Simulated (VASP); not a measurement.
# Al (P6/mmm) in VASP: notebook

The runs below take Al through single point, relaxation of cell and atoms, with PBE.

Program: VASP 6.6.1. These are calculated values, not measurements. Logs are shortened: lines on timing, memory, paths and dates and some standing lists are left out, and cuts for length are marked.

## 1. The cell of the first run

Symmetry: P6/mmm, No. 191, hexagonal system. The conventional cell has a = 2.783 Å, b = 2.783 Å, c = 2.787 Å, α = 90.00°, β = 90.00°, γ = 120.00°. Al (site symmetry 6/mmm) has 8 Al at 2.78 to 2.79 Å within 3.7 Å.

## 2. Single point, PBE

Input file INCAR:

```
SYSTEM = Al
PREC = Accurate ; ENCUT = 520
EDIFF = 1E-6 ; ISMEAR = 0
SIGMA = 0.1 ; LREAL = .False.
LASPH = .True. ; NELM = 60
ALGO = Normal ; ISIF = 2
LWAVE = .False. ; LCHARG = .False.
GGA = PE ; NBANDS = 8
```

Input file KPOINTS:

```
Automatic mesh
0
Gamma
  9 9 6
  0 0 0
```

Input file POSCAR:

```
Al
1.0
    2.7825281607      0.0000000000      0.0000000000
   -1.3912640803      2.4097400739      0.0000000000
    0.0000000000      0.0000000000      2.7866192483
Al
1
Direct
    0.0000000000      0.0000000000      0.0000000000
```

Potentials or basis: VASP PAW PBE potentials, release 64 (Al).

Command:

```bash
$ cat potpaw_PBE.64/Al/POTCAR > POTCAR
$ mpirun -np 1 vasp_std > vasp.out
```

OUTCAR:

```text
SYSTEM = Al
   PREC = Accurate
   ENCUT = 520
   EDIFF = 1E-6
   ISMEAR = 0
   LREAL = .False.
   LASPH = .True.
   NELM = 60
   ISIF = 2
   GGA = PE

 ion  position               nearest neighbor table
   1  0.000  0.000  0.000-

  LATTYP: Found a hexagonal cell.
 ALAT       =     2.7825281607
 C/A-ratio  =     1.0014702772

  Lattice vectors:

 A1 = (   2.7825281607,   0.0000000000,   0.0000000000)
 A2 = (  -1.3912640803,   2.4097400739,   0.0000000000)
 A3 = (   0.0000000000,   0.0000000000,   2.7866192483)

Analysis of symmetry for initial positions (statically):
=====================================================================
 Subroutine PRICEL returns:
 Original cell was already a primitive cell.

 Routine SETGRP: Setting up the symmetry group for a
 hexagonal supercell.

 Subroutine GETGRP returns: Found 24 space group operations
 (whereof 24 operations were pure point group operations)
 out of a pool of 24 trial point group operations.

The static configuration has the point symmetry D_6h.

Analysis of symmetry for dynamics (positions and initial velocities):
=====================================================================
 Subroutine PRICEL returns:
 Original cell was already a primitive cell.

 Routine SETGRP: Setting up the symmetry group for a
 hexagonal supercell.

 Subroutine GETGRP returns: Found 24 space group operations
 (whereof 24 operations were pure point group operations)
 out of a pool of 24 trial point group operations.

The dynamic configuration has the point symmetry D_6h.

 Subroutine INISYM returns: Found 24 space group operations
 (whereof 24 operations are pure point group operations),
 and found     1 'primitive' translations

----------------------------------------------------------------------------------------

                                     Primitive cell

  volume of cell :      18.6848

  direct lattice vectors                    reciprocal lattice vectors
     2.782528161  0.000000000  0.000000000     0.359385401  0.207491258  0.000000000
    -1.391264080  2.409740074  0.000000000     0.000000000  0.414982517  0.000000000
     0.000000000  0.000000000  2.786619248     0.000000000  0.000000000  0.358857781

  length of vectors
     2.782528161  2.782528161  2.786619248     0.414982517  0.414982517  0.358857781

  position of ions in fractional coordinates (direct lattice)
     0.000000000  0.000000000  0.000000000

  ion indices of the primitive-cell ions
   primitive index   ion index
                 1           1

----------------------------------------------------------------------------------------

 KPOINTS: Automatic mesh

Automatic generation of k-mesh.
 Grid dimensions read from file:
 generate k-points for:    9    9    6

 Generating k-lattice:

  Cartesian coordinates                     Fractional coordinates (reciprocal lattice)
     0.039931711  0.023054584  0.000000000     0.111111111 -0.000000000  0.000000000
     0.000000000  0.046109169  0.000000000     0.000000000  0.111111111  0.000000000
     0.000000000  0.000000000  0.059809630     0.000000000  0.000000000  0.166666667

  Length of vectors
     0.046109169  0.046109169  0.059809630

  Shift w.r.t. Gamma in fractional coordinates (k-lattice)
     0.000000000  0.000000000  0.000000000

 Subroutine IBZKPT returns following result:
 ===========================================

 Found     48 irreducible k-points:

 Following reciprocal coordinates:
            Coordinates               Weight
  0.000000  0.000000  0.000000      1.000000
  0.111111  0.000000  0.000000      6.000000
  0.222222 -0.000000  0.000000      6.000000
  0.333333  0.000000  0.000000      6.000000
  0.444444 -0.000000  0.000000      6.000000
  0.111111  0.111111  0.000000      6.000000
[... 16 lines left out ...]
  0.333333  0.222222  0.166667     24.000000
  0.333333  0.333333  0.166667      4.000000
 [... further k-points ...]
   k-points           NKPTS =     48   k-points in BZ     NKDIM =     48   number of bands    NBANDS=      8
   number of dos      NEDOS =    301   number of ions     NIONS =      1
   total plane-waves  NPLWV =  13824
   dimension x,y,z NGX =    24 NGY =   24 NGZ =   24
   dimension x,y,z NGXF=    48 NGYF=   48 NGZF=   48
   ions per type =               1
   NGX,Y,Z   is equivalent  to a cutoff of  14.34, 14.34, 14.32 a.u.
   NGXF,Y,Z  is equivalent  to a cutoff of  28.68, 28.68, 28.64 a.u.
 SYSTEM =  Al
   PREC   = accura    normal or accurate (medium, high low for compatibility)
   ISTART =      0    job   : 0-new  1-cont  2-samecut
   ICHARG =      2    charge: 1-file 2-atom 10-const
   ISPIN  =      1    spin polarized calculation?
   LNONCOLLINEAR =      F non collinear calculations
   LSORBIT =      F    spin-orbit coupling
   LASPH  =      T    aspherical Exc in radial PAW
   ENCUT  =  520.0 eV  38.22 Ry    6.18 a.u.   5.17  5.17  5.18*2*pi/ulx,y,z
   NELM   =     60;   NELMIN=  2; NELMDL= -5     # of ELM steps
   EDIFF  = 0.1E-05   stopping-criterion for ELM
   LREAL  =      F    real-space projection
   EDIFFG = 0.1E-04   stopping-criterion for IOM
   NSW    =      0    number of steps for IOM
   IBRION =     -1    ionic relax: 0-MD 1-quasi-New 2-CG
   NFREE  =      0    steps in history (QN), initial steepest desc. (CG)
   ISIF   =      2    stress and relaxation
   ISYM   =      2    0-nonsym 1-usesym 2-fastsym
   POTIM  = 0.5000    time-step for ionic-motion
   TEBEG  =    0.0;   TEEND  =   0.0 temperature during run
   PSTRESS=    0.0 pullay stress
   NELECT =       3.0000    total number of electrons
   NUPDOWN=      -1.0000    fix difference up-down
   EMIN   =  10.00;   EMAX   =-10.00  energy-range for DOS
   EFERMI =   0.00;   METHOD = LEGACY
   ISMEAR =     0;   SIGMA  =   0.10  broadening in eV -4-tet -1-fermi 0-gaus
   EFERMI_NEDOS =   21; number of points for ismear=-14 and -15
   IALGO  =     38    algorithm
   IMIX   =      4    mixing-type and parameters
     AMIX     =   0.40;   BMIX     =  1.00
     AMIX_MAG =   1.60;   BMIX_MAG =  1.00
  volume/ion in A,a.u.               =      18.68       126.09
  Fermi-wavevector in a.u.,A,eV,Ry     =   0.889787  1.681454 10.772020  0.791721
  Thomas-Fermi vector in A             =   2.011393
   LORBIT       =      0    0 simple, 1 ext, 2 COOP (PROOUT), +10 PAW based schemes
   GGA     = PE    functional components
   LHFCALC =     F    Hartree Fock is set to
   AEXX    =    0.0000 exact exchange contribution
   IVDW    =     0    specifies the selected vdW correction
   LEPSILON=     F    determine dielectric tensor
   LRPA    =     F    only Hartree local field effects (RPA)
 non-spin polarized calculation
 Gauss-broadening in eV      SIGMA  =   0.10
  energy-cutoff  :      520.00
  volume of cell :       18.68
 maximum number of plane-waves:       527
 NGX is ok and might be reduce to    24
   NGX = 11   NGY = 11   NGZ = 11

 number of electron       3.0000000 magnetization

 Free energy of the ion-electron system (eV)
  ---------------------------------------------------
  ext. energy  EPLUGINS =         0.00000000
  ---------------------------------------------------
  free energy    TOTEN  =        -3.53870249 eV

  energy without entropy =       -3.53776516  energy(sigma->0) =       -3.53823383

 E-fermi :   6.4544     XC(G=0):  -9.7111

 val. band max:        6.4081645016   @ k =   0.4444  -0.0000   0.5000
 cond. band min:       6.6546498297   @ k =   0.2222   0.1111   0.3333
 fundamental gap:      0.2464853281
 Fermi energy:         6.4544138678

 k-point     1 :       0.0000    0.0000    0.0000
  band No.  band energies     occupation
      1      -3.6280      2.00000
      2      13.9581      0.00000
      3      14.1922      0.00000
      4      19.4372      0.00000
      5      19.4372      0.00000
      6      19.4921      0.00000
      7      19.4921      0.00000
      8      23.2364      0.00000

 k-point     2 :       0.1111    0.0000    0.0000
  band No.  band energies     occupation
      1      -3.3139      2.00000
      2      13.6605      0.00000
      3      14.4607      0.00000
      4      16.0831      0.00000
      5      17.3365      0.00000
      6      19.8070      0.00000
      7      22.1276      0.00000
      8      25.9831      0.00000

 k-point     3 :       0.2222   -0.0000    0.0000
  band No.  band energies     occupation
      1      -2.3758      2.00000
      2      10.8718      0.00000
      3      14.8264      0.00000
      4      15.2665      0.00000
      5      15.7457      0.00000
      6      19.3454      0.00000
      7      25.3037      0.00000
      8      26.9749      0.00000

 k-point     4 :       0.3333    0.0000    0.0000
  band No.  band energies     occupation
      1      -0.8260      2.00000
      2       7.2504      0.00000
      3      14.5331      0.00000
      4      14.6885      0.00000
      5      16.6091      0.00000
      6      19.9685      0.00000
      7      23.7767      0.00000
      8      27.0173      0.00000

 k-point     5 :       0.4444   -0.0000    0.0000
  band No.  band energies     occupation
      1       1.3157      2.00000
      2       4.0227      2.00000
      3      14.1610      0.00000
      4      14.2826      0.00000
      5      18.4749      0.00000
      6      20.9211      0.00000
      7      21.6796      0.00000
      8      24.2228      0.00000

 k-point     6 :       0.1111    0.1111    0.0000
  band No.  band energies     occupation
      1      -2.6878      2.00000
      2      12.5568      0.00000
      3      13.3556      0.00000
      4      14.9979      0.00000
      5      16.5937      0.00000
      6      21.1799      0.00000
      7      22.3502      0.00000
      8      28.2270      0.00000

 k-point     7 :       0.2222    0.1111    0.0000
  band No.  band energies     occupation
      1      -1.4439      2.00000
      2       9.2463      0.00000
      3      11.7387      0.00000
      4      16.0724      0.00000
      5      17.1185      0.00000
      6      20.8871      0.00000
      7      25.0162      0.00000
      8      25.4464      0.00000

 k-point     8 :       0.3333    0.1111    0.0000
  band No.  band energies     occupation
      1       0.4018      2.00000
      2       5.7966      2.00000
      3      10.9574      0.00000
      4      17.6143      0.00000
      5      17.6793      0.00000
      6      21.3334      0.00000
      7      22.4770      0.00000
      8      25.7553      0.00000

 k-point     9 :       0.4444    0.1111    0.0000
  band No.  band energies     occupation
      1       2.7938      2.00000
      2       2.8592      2.00000
      3      10.6916      0.00000
      4      17.7053      0.00000
      5      19.5723      0.00000
      6      20.0966      0.00000
      7      22.8203      0.00000
      8      23.5781      0.00000

 k-point    10 :       0.2222    0.2222    0.0000
  band No.  band energies     occupation
      1       0.0959      2.00000
      2       8.0863      0.00000
      3       8.1588      0.00000
      4      17.4121      0.00000
      5      18.8013      0.00000
      6      23.4198      0.00000
      7      24.0133      0.00000
      8      24.4355      0.00000
[... 78 lines left out ...]
 k-point    18 :       0.1111    0.1111    0.1667
  band No.  band energies     occupation
      1      -2.1733      2.00000
      2       9.7196      0.00000
      3      13.7994      0.00000
      4      14.3294      0.00000
      5      20.3430      0.00000
      6      21.5514      0.00000
      7      23.2813      0.00000
      8      25.6105      0.00000

 k-point    19 :       0.2222    0.1111    0.1667
  band No.  band energies     occupation
      1      -0.9333      2.00000
      2       9.4104      0.00000
      3      11.1567      0.00000
      4      13.0811      0.00000
      5      19.6982      0.00000
      6      22.1068      0.00000
      7      23.2542      0.00000
      8      24.2234      0.00000

 k-point    20 :       0.3333    0.1111    0.1667
  band No.  band energies     occupation
      1       0.9055      2.00000
      2       6.2568      1.99480
      3      11.1211      0.00000
      4      13.5979      0.00000
      5      17.9347      0.00000
      6      20.1883      0.00000
      7      23.4540      0.00000
      8      25.1852      0.00000

 k-point    21 :       0.4444    0.1111    0.1667
  band No.  band energies     occupation
      1       3.2616      2.00000
      2       3.3752      2.00000
      3      10.9984      0.00000
      4      15.3175      0.00000
      5      15.7635      0.00000
      6      19.7014      0.00000
      7      23.1992      0.00000
      8      26.9216      0.00000

 k-point    22 :       0.2222    0.2222    0.1667
  band No.  band energies     occupation
      1       0.6008      2.00000
      2       8.4970      0.00000
      3       8.5440      0.00000
      4      13.2036      0.00000
      5      20.1451      0.00000
      6      21.0433      0.00000
      7      23.1418      0.00000
      8      24.0687      0.00000

 k-point    23 :       0.3333    0.2222    0.1667
  band No.  band energies     occupation
      1       2.7183      2.00000
      2       5.3907      2.00000
      3       7.9915      0.00000
      4      15.0492      0.00000
      5      17.5614      0.00000
      6      20.2005      0.00000
      7      23.3977      0.00000
      8      26.3821      0.00000

 k-point    24 :       0.3333    0.3333    0.1667
  band No.  band energies     occupation
      1       5.0205      2.00000
      2       5.0205      2.00000
      3       5.2578      2.00000
      4      16.8841      0.00000
      5      17.5642      0.00000
      6      17.5642      0.00000
      7      25.9858      0.00000
      8      27.6501      0.00000

 [... further k-points ...]
[... 5 lines left out ...]
  --------------------------------------------------------------------------------------
  -------------------------------------------------------------------------------------
  Total       -0.0022723     -0.0022723      0.0095998     -0.0000000     -0.0000000      0.0000000
  in kB       -0.1948444     -0.1948444      0.8231640     -0.0000000     -0.0000000      0.0000000
  external PRESSURE =       0.1444917 kB  Pullay stress =       0.0000000 kB

 VOLUME and BASIS-vectors are now :
 -----------------------------------------------------------------------------
  energy-cutoff  :      520.00
  volume of cell :       18.68
      direct lattice vectors                 reciprocal lattice vectors
     2.782528161  0.000000000  0.000000000     0.359385401  0.207491258  0.000000000
    -1.391264080  2.409740074  0.000000000     0.000000000  0.414982517  0.000000000
     0.000000000  0.000000000  2.786619248     0.000000000  0.000000000  0.358857781

 POSITION                                       TOTAL-FORCE (eV/Angst)
 -----------------------------------------------------------------------------------
      0.00000      0.00000      0.00000         0.000000      0.000000      0.000000
 -----------------------------------------------------------------------------------
    total drift:                                0.000000      0.000000      0.000000

  FREE ENERGIE OF THE ION-ELECTRON SYSTEM (eV)
  ---------------------------------------------------
  free  energy   TOTEN  =        -3.5387024899 eV

  energy  without entropy=       -3.5377651611  energy(sigma->0) =       -3.53823383
```

Wall time 4.2 s (1 thread of Intel Xeon Platinum 8488C (Sapphire Rapids), shared host); peak memory 0.13 GiB.

What came out:

* Free energy: -3.5387 eV
* Pressure: 0.0 GPa

Levels at points of the mesh, in eV from the Fermi level:
| k point | band 1 | band 2 | band 3 | band 4 | band 5 | band 6 |
| --- | --- | --- | --- | --- | --- | --- |
| (0.00, 0.00, 0.00) | -10.08 | 7.50 | 7.74 | 12.98 | 12.98 | 13.04 |
| (0.00, 0.00, 0.50) | -6.16 | -4.59 | 15.15 | 15.15 | 16.28 | 16.28 |

Caveat: the k points lie up to 0.38 Å⁻¹ apart.

(Continued in part 2 of 2.)
